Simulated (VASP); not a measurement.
Ta2H:

```
Ta H
1.0
     3.37244    0.00000    0.00000
     0.00000    3.37244    0.00000
     0.00000    0.00000    3.41011
Ta H
2 1
Direct
  0.50000 0.00000 0.74132
  0.00000 0.50000 0.25868
  0.00000 0.00000 0.00000
```

Base run:

* Program: VASP 6.6.1
* Functional: PBEsol
* Potentials or basis: VASP PAW PBE potentials, release 64 (Ta_pv, H)
* Cutoff: 520 eV
* k mesh: 8 × 8 × 8
* Occupations: gaussian, width 0.1 eV
* Spin: no spin polarisation

Its results: pressure -4.3 GPa; largest force 0.080 eV/Å.

Problem. The run is repeated on the same cell with these changes: occupations from gaussian, width 0.1 eV to gaussian, width 0.5 eV. What comes out?

Solution. Pressure -3.8 GPa; largest force 0.068 eV/Å.

Caveats: the PAW data sets were made with another functional, which shifts forces and pressure a little.
